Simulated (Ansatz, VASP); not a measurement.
## Two plane-wave programs on BiTe

```
Bi Te
1.0
     2.42271    1.39875    3.48316
    -2.42271    1.39875    3.48316
     0.00000   -2.79750    3.48316
Bi Te
1 1
Direct
  0.50000 0.50000 0.50000
  0.00000 0.00000 0.00000
```

Change from the starting cell: strain +0.000 along x and y, +0.050 along z, atoms carried along.

Alike in both runs: task single point; functional PBE; k mesh 12 × 12 × 12; occupations gaussian, width 0.15 eV; no spin polarisation.

|  | VASP | Ansatz |
| --- | --- | --- |
| version | VASP 6.6.1 | Ansatz 0.2.0 |
| potentials or method | VASP PAW PBE potentials, release 64 (Bi_d, Te), cutoff 520 eV | scalar-relativistic, plane waves, PAW |
| valence electrons in the cell | 21 | 31 |

```csv
,VASP,Ansatz,Ansatz less VASP
gap on the k mesh at the Fermi level (eV),none,none,-
pressure (GPa),-1.8,-1.7,+0.06
"traceless stress, the component that is largest in VASP (GPa)",0.10,0.09,-0.001
```

A gap of «none» marks a metal or a gap that the smearing closes. The functional is the same, so the differences come from potentials, cutoffs and numerics. VASP's potentials hold 21 valence electrons a cell and Ansatz's 31, so a difference there can come from the potentials and not from the codes.

Spin-orbit coupling is off throughout.
